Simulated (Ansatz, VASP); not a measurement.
# Two plane-wave programs on Si2W

```
Si W
1.0
     4.63930    0.00000    0.00000
    -2.31965    4.01775    0.00000
     0.00000    0.00000    6.57574
Si W
6 3
Direct
  0.81132 0.62264 0.50000
  0.18868 0.81132 0.83333
  0.62264 0.81132 0.16667
  0.18868 0.37736 0.50000
  0.81132 0.18868 0.83333
  0.37736 0.18868 0.16667
  0.00000 0.50000 0.16667
  0.50000 0.50000 0.83333
  0.50000 0.00000 0.50000
```

Alike in both runs: task single point; functional PBE; k mesh 9 × 9 × 6; occupations gaussian, width 0.03 eV; no spin polarisation.

```csv
,VASP,Ansatz
version,VASP 6.6.1,Ansatz 0.2.0
potentials or method,"VASP PAW PBE potentials, release 64 (Si, W_sv), cutoff 520 eV","scalar-relativistic, plane waves, PAW"
valence electrons in the cell,66,66
```

|  | VASP | Ansatz | Ansatz less VASP |
| --- | --- | --- | --- |
| gap on the k mesh at the Fermi level (eV) | 0.40 | 0.41 | +0.002 |
| least direct gap on the mesh (eV) | 0.66 | 0.66 | +0.001 |
| pressure (GPa) | 6.8 | 6.8 | -0.04 |
| traceless stress, the component that is largest in VASP (GPa) | 1.83 | 1.80 | -0.027 |
| rms of the force components (eV/Å) | 1.326 | 1.326 | -0.0009 |

Atom by atom the forces differ by 0.001 eV/Å (rms over components).

Spin-orbit coupling is off throughout.
